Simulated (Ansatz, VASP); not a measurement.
BN in VASP and in Ansatz

```
B N
1.0
     1.20293    0.69451    3.03129
    -1.20293    0.69451    3.03129
     0.00000   -1.38903    3.03129
B N
1 1
Direct
  0.99970 0.99970 0.99970
  0.33274 0.33274 0.33274
```

Change from the starting cell: strain -0.040 along x and y, -0.080 along z, atoms carried along.

Alike in both runs: task single point; functional PBE; dispersion D3(BJ); k mesh 12 × 12 × 12; occupations gaussian, width 0.05 eV; no spin polarisation.

|  | VASP | Ansatz |
| --- | --- | --- |
| version | VASP 6.6.1 | Ansatz 0.2.0 |
| potentials or method | VASP PAW PBE potentials, release 64 (B, N), cutoff 520 eV | scalar-relativistic, plane waves, PAW |
| valence electrons in the cell | 8 | 8 |

|  | VASP | Ansatz | Ansatz less VASP |
| --- | --- | --- | --- |
| gap on the k mesh at the Fermi level (eV) | 4.20 | 4.21 | +0.011 |
| least direct gap on the mesh (eV) | 5.02 | 5.03 | +0.004 |
| pressure (GPa) | 40.0 | 40.0 | -0.07 |
| traceless stress, the component that is largest in VASP (GPa) | -36.15 | -35.87 | +0.280 |
| rms of the force components (eV/Å) | 0.024 | 0.023 | -0.0001 |

Atom by atom the forces differ by 0.000 eV/Å (rms over components). Both programs put the cell under a high pressure, so it lies far from rest at this level.
